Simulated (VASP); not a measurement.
# CdSe (P6_3mc) in VASP: further runs

The runs below take CdSe through single point, with PBE, r2SCAN.

Everything below comes from runs of VASP 6.6.1. Logs are shortened: lines on timing, memory, paths and dates and some standing lists are left out, and cuts for length are marked.

## (1) The cell of the first run

It takes space group P6_3mc (No. 186, hexagonal). The conventional cell has a = 4.383 Å, b = 4.383 Å, c = 14.305 Å, α = 90.00°, β = 90.00°, γ = 120.00°. Cd (site symmetry 3m) has 4 Se at 2.68 Å within 3.5 Å. Cd (site symmetry 3m) has 4 Se at 2.68 to 2.69 Å within 3.5 Å. Within 3.5 Å of Se (site symmetry 3m) lie 4 Cd at 2.68 Å. Se (site symmetry 3m) has 4 Cd at 2.68 to 2.69 Å within 3.5 Å.

## (2) Single point, PBE

Contents of INCAR:

```
SYSTEM = CdSe
PREC = Accurate
ENCUT = 520
EDIFF = 1E-6
ISMEAR = -1
SIGMA = 0.02
LREAL = .False.
LASPH = .True.
NELM = 60
ALGO = Normal
ISIF = 2
LWAVE = .False.
LCHARG = .True.
GGA = PE
LELF = .True.
LVHAR = .True.
NBANDS = 46
```

Contents of KPOINTS:

```
regular mesh
0
Gamma
  6 6 2
  0 0 0
```

Contents of POSCAR:

```
CdSe
1.0
    4.3826972658      0.0000000000      0.0000000000
   -2.1913486329      3.7955271692      0.0000000000
    0.0000000000      0.0000000000     14.3053196375
Cd Se
4 4
Direct
    0.0000000000      0.0000000000     -0.0001635496
    0.3333333333      0.6666666667      0.2499698784
    0.0000000000      0.0000000000      0.4998364504
    0.6666666667      0.3333333333      0.7499698784
    0.0000000000      0.0000000000      0.1874660271
    0.3333333333      0.6666666667      0.4377276440
    0.0000000000      0.0000000000      0.6874660271
    0.6666666667      0.3333333333      0.9377276440
```

Potentials or basis: VASP PAW PBE potentials, release 64 (Cd, Se).

Run with:

```sh
> cat potpaw_PBE.64/Cd/POTCAR potpaw_PBE.64/Se/POTCAR > POTCAR
> mpirun -np 1 vasp_std > vasp.out
```

OUTCAR:

```text
SYSTEM = CdSe
   PREC = Accurate
   ENCUT = 520
   EDIFF = 1E-6
   ISMEAR = -1
   LREAL = .False.
   LASPH = .True.
   NELM = 60
   ISIF = 2
   GGA = PE

 ion  position               nearest neighbor table
   1  0.000  0.000  1.000-   8 2.68   8 2.68   8 2.68   5 2.68
   2  0.333  0.667  0.250-   5 2.68   5 2.68   5 2.68   6 2.69
   3  0.000  0.000  0.500-   6 2.68   6 2.68   6 2.68   7 2.68
   4  0.667  0.333  0.750-   7 2.68   7 2.68   7 2.68   8 2.69
   5  0.000  0.000  0.187-   2 2.68   2 2.68   2 2.68   1 2.68
   6  0.333  0.667  0.438-   3 2.68   3 2.68   3 2.68   2 2.69
   7  0.000  0.000  0.687-   4 2.68   4 2.68   4 2.68   3 2.68
   8  0.667  0.333  0.938-   1 2.68   1 2.68   1 2.68   4 2.69

  LATTYP: Found a hexagonal cell.
 ALAT       =     4.3826972658
 C/A-ratio  =     3.2640446670

  Lattice vectors:

 A1 = (   4.3826972658,   0.0000000000,   0.0000000000)
 A2 = (  -2.1913486329,   3.7955271692,   0.0000000000)
 A3 = (   0.0000000000,   0.0000000000,  14.3053196375)

Analysis of symmetry for initial positions (statically):
=====================================================================
 Subroutine PRICEL returns:
 Original cell was already a primitive cell.

 Routine SETGRP: Setting up the symmetry group for a
 hexagonal supercell.

 Subroutine GETGRP returns: Found 12 space group operations
 (whereof  6 operations were pure point group operations)
 out of a pool of 24 trial point group operations.

The static configuration has the point symmetry C_3v.
 The point group associated with its full space group is C_6v.

Analysis of symmetry for dynamics (positions and initial velocities):
=====================================================================
 Subroutine PRICEL returns:
 Original cell was already a primitive cell.

 Routine SETGRP: Setting up the symmetry group for a
 hexagonal supercell.

 Subroutine GETGRP returns: Found 12 space group operations
 (whereof  6 operations were pure point group operations)
 out of a pool of 24 trial point group operations.

The dynamic configuration has the point symmetry C_3v.
 The point group associated with its full space group is C_6v.

 Subroutine INISYM returns: Found 12 space group operations
 (whereof  6 operations are pure point group operations),
 and found     1 'primitive' translations

----------------------------------------------------------------------------------------

                                     Primitive cell

  volume of cell :     237.9639

  direct lattice vectors                    reciprocal lattice vectors
     4.382697266  0.000000000  0.000000000     0.228169992  0.131734006  0.000000000
    -2.191348633  3.795527169  0.000000000     0.000000000  0.263468013  0.000000000
     0.000000000  0.000000000 14.305319638     0.000000000  0.000000000  0.069904065

  length of vectors
     4.382697266  4.382697266 14.305319638     0.263468013  0.263468013  0.069904065

  position of ions in fractional coordinates (direct lattice)
     0.000000000  0.000000000  0.999836450
     0.333333333  0.666666667  0.249969878
     0.000000000  0.000000000  0.499836450
     0.666666667  0.333333333  0.749969878
     0.000000000  0.000000000  0.187466027
     0.333333333  0.666666667  0.437727644
     0.000000000  0.000000000  0.687466027
     0.666666667  0.333333333  0.937727644

  ion indices of the primitive-cell ions
   primitive index   ion index
                 1           1
                 2           2
                 3           3
                 4           4
                 5           5
                 6           6
                 7           7
                 8           8

----------------------------------------------------------------------------------------

 KPOINTS: regular mesh

Automatic generation of k-mesh.
 Grid dimensions read from file:
 generate k-points for:    6    6    2

 Generating k-lattice:

  Cartesian coordinates                     Fractional coordinates (reciprocal lattice)
     0.038028332  0.021955668  0.000000000     0.166666667  0.000000000  0.000000000
     0.000000000  0.043911335  0.000000000     0.000000000  0.166666667  0.000000000
     0.000000000  0.000000000  0.034952033     0.000000000  0.000000000  0.500000000

  Length of vectors
     0.043911335  0.043911335  0.034952033

  Shift w.r.t. Gamma in fractional coordinates (k-lattice)
     0.000000000  0.000000000  0.000000000

 Subroutine IBZKPT returns following result:
 ===========================================

 Found     14 irreducible k-points:

 Following reciprocal coordinates:
            Coordinates               Weight
  0.000000  0.000000  0.000000      1.000000
  0.166667  0.000000  0.000000      6.000000
  0.333333  0.000000  0.000000      6.000000
  0.500000  0.000000  0.000000      3.000000
  0.166667  0.166667  0.000000      6.000000
  0.333333  0.166667  0.000000     12.000000
  0.333333  0.333333  0.000000      2.000000
  0.000000  0.000000  0.500000      1.000000
  0.166667  0.000000  0.500000      6.000000
  0.333333  0.000000  0.500000      6.000000
  0.500000  0.000000  0.500000      3.000000
  0.166667  0.166667  0.500000      6.000000
  0.333333  0.166667  0.500000     12.000000
  0.333333  0.333333  0.500000      2.000000
   k-points           NKPTS =     14   k-points in BZ     NKDIM =     14   number of bands    NBANDS=     46
   number of dos      NEDOS =    301   number of ions     NIONS =      8
   total plane-waves  NPLWV = 139968
   dimension x,y,z NGX =    36 NGY =   36 NGZ =  108
   dimension x,y,z NGXF=    72 NGYF=   72 NGZF=  216
   ions per type =               4   4
   NGX,Y,Z   is equivalent  to a cutoff of  13.66, 13.66, 12.55 a.u.
   NGXF,Y,Z  is equivalent  to a cutoff of  27.31, 27.31, 25.10 a.u.
 SYSTEM =  CdSe
   PREC   = accura    normal or accurate (medium, high low for compatibility)
   ISTART =      0    job   : 0-new  1-cont  2-samecut
   ICHARG =      2    charge: 1-file 2-atom 10-const
   ISPIN  =      1    spin polarized calculation?
   LNONCOLLINEAR =      F non collinear calculations
   LSORBIT =      F    spin-orbit coupling
   LASPH  =      T    aspherical Exc in radial PAW
   ENCUT  =  520.0 eV  38.22 Ry    6.18 a.u.   8.15  8.15 26.60*2*pi/ulx,y,z
   NELM   =     60;   NELMIN=  2; NELMDL= -5     # of ELM steps
   EDIFF  = 0.1E-05   stopping-criterion for ELM
   LREAL  =      F    real-space projection
   EDIFFG = 0.1E-04   stopping-criterion for IOM
   NSW    =      0    number of steps for IOM
   IBRION =     -1    ionic relax: 0-MD 1-quasi-New 2-CG
   NFREE  =      0    steps in history (QN), initial steepest desc. (CG)
   ISIF   =      2    stress and relaxation
   ISYM   =      2    0-nonsym 1-usesym 2-fastsym
   POTIM  = 0.5000    time-step for ionic-motion
   TEBEG  =    0.0;   TEEND  =   0.0 temperature during run
   PSTRESS=    0.0 pullay stress
   NELECT =      72.0000    total number of electrons
   NUPDOWN=      -1.0000    fix difference up-down
   EMIN   =  10.00;   EMAX   =-10.00  energy-range for DOS
   EFERMI =   0.00;   METHOD = LEGACY
   ISMEAR =    -1;   SIGMA  =   0.02  broadening in eV -4-tet -1-fermi 0-gaus
   EFERMI_NEDOS =   21; number of points for ismear=-14 and -15
   IALGO  =     38    algorithm
   IMIX   =      4    mixing-type and parameters
     AMIX     =   0.40;   BMIX     =  1.00
     AMIX_MAG =   1.60;   BMIX_MAG =  1.00
  volume/ion in A,a.u.               =      29.75       200.73
  Fermi-wavevector in a.u.,A,eV,Ry     =   1.099045  2.076893 16.434461  1.207899
  Thomas-Fermi vector in A             =   2.235432
   LORBIT       =      0    0 simple, 1 ext, 2 COOP (PROOUT), +10 PAW based schemes
   GGA     = PE    functional components
   LHFCALC =     F    Hartree Fock is set to
   AEXX    =    0.0000 exact exchange contribution
   IVDW    =     0    specifies the selected vdW correction
   LEPSILON=     F    determine dielectric tensor
   LRPA    =     F    only Hartree local field effects (RPA)
 non-spin polarized calculation
  energy-cutoff  :      520.00
  volume of cell :      237.96
 maximum number of plane-waves:      6438
 NGX is ok and might be reduce to    36
   NGX = 17   NGY = 17   NGZ = 53

 number of electron      72.0000030 magnetization

 Free energy of the ion-electron system (eV)
  ---------------------------------------------------
  ext. energy  EPLUGINS =         0.00000000
  ---------------------------------------------------
  free energy    TOTEN  =       -21.98558455 eV

  energy without entropy =      -21.98558449  energy(sigma->0) =      -21.98558452

 E-fermi :   0.7837     XC(G=0):  -8.6299

 val. band max:        0.5173463792   @ k =   0.0000   0.0000   0.0000
 cond. band min:       1.0327749692   @ k =   0.0000   0.0000   0.0000
 fundamental gap:      0.5154285901
 Fermi energy:         0.7837238050

 k-point     1 :       0.0000    0.0000    0.0000
  band No.  band energies     occupation
      1     -11.7811      2.00000
      2     -11.6184      2.00000
      3     -11.6162      2.00000
      4     -11.4534      2.00000
      5      -7.2444      2.00000
      6      -7.2415      2.00000
[... 38 lines left out ...]
     45       6.5302      0.00000
     46       6.6803      0.00000

 k-point     2 :       0.1667    0.0000    0.0000
  band No.  band energies     occupation
      1     -11.7087      2.00000
      2     -11.5649      2.00000
      3     -11.5628      2.00000
      4     -11.4210      2.00000
      5      -7.2226      2.00000
      6      -7.2169      2.00000
[... 38 lines left out ...]
     45       6.7189      0.00000
     46       6.7209      0.00000

 k-point     3 :       0.3333    0.0000    0.0000
  band No.  band energies     occupation
      1     -11.5513      2.00000
      2     -11.4570      2.00000
      3     -11.4551      2.00000
      4     -11.3660      2.00000
      5      -7.1831      2.00000
      6      -7.1770      2.00000
[... 528 lines left out ...]
     45       6.9045      0.00000
     46       6.9045      0.00000

 k-point    14 :       0.3333    0.3333    0.5000
  band No.  band energies     occupation
      1     -11.3798      2.00000
      2     -11.3798      2.00000
      3     -11.3760      2.00000
      4     -11.3760      2.00000
      5      -7.1503      2.00000
      6      -7.1503      2.00000
[... 38 lines left out ...]
     45       6.8270      0.00000
     46       6.8270      0.00000

------------------------ aborting loop because EDIFF is reached ----------------------------------------

  FORCE on cell =-STRESS in cart. coord.  units (eV):
  Direction    XX          YY          ZZ          XY          YZ          ZX
  --------------------------------------------------------------------------------------
  -------------------------------------------------------------------------------------
  Total        0.3568412      0.3568412      0.3630072      0.0000000      0.0000000      0.0000000
  in kB        2.4025613      2.4025613      2.4440757      0.0000000      0.0000000      0.0000000
  external PRESSURE =       2.4163994 kB  Pullay stress =       0.0000000 kB

 VOLUME and BASIS-vectors are now :
 -----------------------------------------------------------------------------
  energy-cutoff  :      520.00
  volume of cell :      237.96
      direct lattice vectors                 reciprocal lattice vectors
     4.382697266  0.000000000  0.000000000     0.228169992  0.131734006  0.000000000
    -2.191348633  3.795527169  0.000000000     0.000000000  0.263468013  0.000000000
     0.000000000  0.000000000 14.305319638     0.000000000  0.000000000  0.069904065

 POSITION                                       TOTAL-FORCE (eV/Angst)
 -----------------------------------------------------------------------------------
      0.00000      0.00000     14.30298        -0.000000     -0.000000      0.000040
     -0.00000      2.53035      3.57590        -0.000000     -0.000000     -0.000979
      0.00000      0.00000      7.15032         0.000000     -0.000000      0.000040
      2.19135      1.26518     10.72856         0.000000      0.000000     -0.000979
      0.00000      0.00000      2.68176        -0.000000     -0.000000      0.000517
     -0.00000      2.53035      6.26183         0.000000     -0.000000      0.000422
      0.00000      0.00000      9.83442         0.000000     -0.000000      0.000517
      2.19135      1.26518     13.41449        -0.000000     -0.000000      0.000422
 -----------------------------------------------------------------------------------
    total drift:                               -0.000000     -0.000000      0.001295

  FREE ENERGIE OF THE ION-ELECTRON SYSTEM (eV)
  ---------------------------------------------------
  free  energy   TOTEN  =       -21.9855845540 eV

  energy  without entropy=      -21.9855844933  energy(sigma->0) =      -21.98558452
```

Run time: 2.1 min. Hardware: 1 thread of Intel Xeon Platinum 8488C (Sapphire Rapids), shared host; peak memory 0.42 GiB.

Results:

| Item | Value |
| --- | --- |
| Free energy | -21.9856 eV |
| Pressure | 0.2 GPa |
| Band gap on the k mesh | 0.52 eV |

Caveat: semilocal functionals underestimate gaps, and a narrow one can read as zero.

## (3) Single point, r2SCAN

This run uses another cell than the first one, of 28.86 Å³/atom.

Contents of POSCAR:

```
CdSe
1.0
    4.3392846135      0.0000000000      0.0000000000
   -2.1696423067      3.7579307095      0.0000000000
    0.0000000000      0.0000000000     14.1586988435
Cd Se
4 4
Direct
    0.0000000000      0.0000000000     -0.0002015644
    0.3333333333      0.6666666667      0.2499621344
    0.0000000000      0.0000000000      0.4997984356
    0.6666666667      0.3333333333      0.7499621344
    0.0000000000      0.0000000000      0.1874999890
    0.3333333333      0.6666666667      0.4377394409
    0.0000000000      0.0000000000      0.6874999890
    0.6666666667      0.3333333333      0.9377394409
```

Contents of INCAR.step1:

```
SYSTEM = CdSe
  PREC = Accurate
  ENCUT = 520
  ISMEAR = -1
  SIGMA = 0.02
  LREAL = .False.
  LASPH = .True.
  NELM = 60
  NBANDS = 46
  GGA = PE
  ALGO = Normal
  EDIFF = 1E-4
  LWAVE = .True.
  LCHARG = .False.
```

Contents of INCAR.step2:

```
SYSTEM = CdSe
  PREC = Accurate
  ENCUT = 520
  EDIFF = 1E-6
  ISMEAR = -1
  SIGMA = 0.02
  LREAL = .False.
  LASPH = .True.
  NELM = 60
  ALGO = Normal
  ISIF = 2
  LWAVE = .False.
  LCHARG = .False.
  METAGGA = R2SCAN
  LMIXTAU = .True.
  NBANDS = 46
  ISTART = 1
```

Contents of KPOINTS:

```
Automatic mesh
0
Gamma
  6 6 2
  0 0 0
```

Potentials or basis: VASP PAW PBE potentials, release 64 (Cd, Se).

Run with:

```sh
> cat potpaw_PBE.64/Cd/POTCAR potpaw_PBE.64/Se/POTCAR > POTCAR
> cp INCAR.step1 INCAR
> mpirun -np 1 vasp_std > vasp.out
> cp INCAR.step2 INCAR
> mpirun -np 1 vasp_std > vasp.out
```

OUTCAR:

```text
SYSTEM = CdSe
   PREC = Accurate
   ENCUT = 520
   EDIFF = 1E-6
   ISMEAR = -1
   LREAL = .False.
   LASPH = .True.
   NELM = 60
   ISIF = 2
   METAGGA = R2SCAN
   ISTART = 1

 ion  position               nearest neighbor table
   1  0.000  0.000  1.000-   8 2.65   8 2.65   8 2.65   5 2.66
   2  0.333  0.667  0.250-   5 2.66   5 2.66   5 2.66   6 2.66
   3  0.000  0.000  0.500-   6 2.65   6 2.65   6 2.65   7 2.66
   4  0.667  0.333  0.750-   7 2.66   7 2.66   7 2.66   8 2.66
   5  0.000  0.000  0.187-   2 2.66   2 2.66   2 2.66   1 2.66
   6  0.333  0.667  0.438-   3 2.65   3 2.65   3 2.65   2 2.66
   7  0.000  0.000  0.687-   4 2.66   4 2.66   4 2.66   3 2.66
   8  0.667  0.333  0.938-   1 2.65   1 2.65   1 2.65   4 2.66

  LATTYP: Found a hexagonal cell.
 ALAT       =     4.3392846135
 C/A-ratio  =     3.2629108493

  Lattice vectors:

 A1 = (   4.3392846135,   0.0000000000,   0.0000000000)
 A2 = (  -2.1696423067,   3.7579307095,   0.0000000000)
 A3 = (   0.0000000000,   0.0000000000,  14.1586988435)

[... 179 lines left out ...]
 cond. band min:       1.5039343369   @ k =   0.0000   0.0000   0.0000
 fundamental gap:      1.0600382875
 Fermi energy:         0.8560180172

 k-point     1 :       0.0000    0.0000    0.0000
  band No.  band energies     occupation
      1     -12.4321      2.00000
      2     -12.2531      2.00000
      3     -12.2509      2.00000
      4     -12.0718      2.00000
      5      -7.6371      2.00000
      6      -7.6342      2.00000
[... 675 lines left out ...]
     45       7.3339      0.00000
     46       7.3339      0.00000

------------------------ aborting loop because EDIFF is reached ----------------------------------------

  FORCE on cell =-STRESS in cart. coord.  units (eV):
  Direction    XX          YY          ZZ          XY          YZ          ZX
  --------------------------------------------------------------------------------------
  -------------------------------------------------------------------------------------
  Total        0.3337880      0.3337880      0.3409444      0.0000000      0.0000000      0.0000000
  in kB        2.3162802      2.3162802      2.3659411      0.0000000      0.0000000      0.0000000
  external PRESSURE =       2.3328338 kB  Pullay stress =       0.0000000 kB

 VOLUME and BASIS-vectors are now :
 -----------------------------------------------------------------------------
  energy-cutoff  :      520.00
  volume of cell :      230.88
      direct lattice vectors                 reciprocal lattice vectors
     4.339284614  0.000000000  0.000000000     0.230452733  0.133051948  0.000000000
    -2.169642307  3.757930710  0.000000000     0.000000000  0.266103895  0.000000000
     0.000000000  0.000000000 14.158698843     0.000000000  0.000000000  0.070627959

 POSITION                                       TOTAL-FORCE (eV/Angst)
 -----------------------------------------------------------------------------------
      0.00000      0.00000     14.15584        -0.000000      0.000000      0.000731
     -0.00000      2.50529      3.53914         0.000000     -0.000000     -0.000624
      0.00000      0.00000      7.07650         0.000000     -0.000000      0.000731
      2.16964      1.25264     10.61849        -0.000000      0.000000     -0.000624
      0.00000      0.00000      2.65476        -0.000000      0.000000     -0.000339
     -0.00000      2.50529      6.19782        -0.000000      0.000000      0.000232
      0.00000      0.00000      9.73411        -0.000000      0.000000     -0.000339
      2.16964      1.25264     13.27717         0.000000      0.000000      0.000232
 -----------------------------------------------------------------------------------
    total drift:                               -0.000000     -0.000001     -0.007174

  FREE ENERGIE OF THE ION-ELECTRON SYSTEM (eV)
  ---------------------------------------------------
  free  energy   TOTEN  =      -143.6587214786 eV

  energy  without entropy=     -143.6587214786  energy(sigma->0) =     -143.65872148
```

OUTCAR.step1:

```text
SYSTEM = CdSe
   PREC = Accurate
   ENCUT = 520
   ISMEAR = -1
   LREAL = .False.
   LASPH = .True.
   NELM = 60
[... 918 lines left out ...]
     -0.00000      2.50529      6.19782        -0.000000      0.000000      0.001235
      0.00000      0.00000      9.73411        -0.000000      0.000000     -0.003774
      2.16964      1.25264     13.27717         0.000000     -0.000000      0.001235
 -----------------------------------------------------------------------------------
    total drift:                               -0.000000     -0.000001     -0.000021

  FREE ENERGIE OF THE ION-ELECTRON SYSTEM (eV)
  ---------------------------------------------------
  free  energy   TOTEN  =       -21.9424106521 eV

  energy  without entropy=      -21.9424106386  energy(sigma->0) =      -21.94241065
```

It took 6.4 min on 1 thread of Intel Xeon Platinum 8488C (Sapphire Rapids), shared host; peak memory 0.43 GiB.

Results:

* Free energy: -143.6587 eV
* Pressure: 0.2 GPa
* Band gap on the k mesh: 1.06 eV

Caveat: the PAW data sets were made with another functional, which shifts forces and pressure a little.
